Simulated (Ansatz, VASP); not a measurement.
## One calculation of Cd, two programs

Contents of INCAR:

```
SYSTEM = Cd
PREC = Accurate
ENCUT = 520
EDIFF = 1E-6
ISMEAR = -1
SIGMA = 0.1
LREAL = .FALSE.
LASPH = .TRUE.
NELM = 60
ALGO = Normal
ISIF = 2
LWAVE = .FALSE.
LCHARG = .FALSE.
GGA = PE
NBANDS = 19
```

The input KPOINTS:

```
regular mesh
0
G
  10 10 5
  0 0 0
```

The input POSCAR:

```
Cd
1.0
    3.0007103730      0.0000000000      0.0000000000
   -1.5003551865      2.5986914124      0.0000000000
    0.0000000000      0.0000000000      5.9261569577
Cd
2
Direct
    0.3333333333      0.6666666667      0.2500000000
    0.6666666667      0.3333333333      0.7500000000
```

Input for Ansatz:

```yaml
crystal:
  lattice:
    - [3.000710373, 0.0, 0.0]
    - [-1.5003551865, 2.5986914124, 0.0]
    - [0.0, 0.0, 5.9261569577]
  atoms:
    - { symbol: Cd, position: [0.3333333333, 0.6666666667, 0.25] }
    - { symbol: Cd, position: [0.6666666667, 0.3333333333, 0.75] }
hamiltonian:
  xc: pbe
  pseudopotentials:
    kind: paw
    azcp:
      Cd: "pseudopotentials/Cd.paw.azcp"
basis:
  ecutwfc: 420
  fft_grid_basis: typed
kpoints:
  mp_grid: { grid: [10, 10, 5], shift: [0, 0, 0] }
magnetization:
  spin_polarized: false
scf:
  occupations: { method: fermi_dirac, width: 0.1 }
  lower_state_search: "off"
output:
  stress: true
  write_density: true
  write_potential: true
  elf: true
  volumetric_format: npy
```

Alike in both runs: task single point; functional PBE; k mesh 10 × 10 × 5; occupations fermi-dirac, width 0.1 eV; no spin polarisation.

|  | VASP | Ansatz |
| --- | --- | --- |
| version | VASP 6.6.1 | Ansatz 0.2.0 |
| potentials or method | VASP PAW PBE potentials, release 64 (Cd), cutoff 520 eV | plane waves (420 eV) with PAW, scalar-relativistic |
| valence electrons in the cell | 24 | 40 |

Ansatz gave:

```
pressure (GPa)                                                : 0.1
traceless stress, the component that is largest in VASP (GPa) : -1.39
```

Question: Which values does VASP return?

Answer: Pressure (GPa): 0.3; traceless stress, the component that is largest in VASP (GPa): -1.53.

VASP's potentials hold 24 valence electrons a cell and Ansatz's 40, so a difference there can come from the potentials and not from the codes.
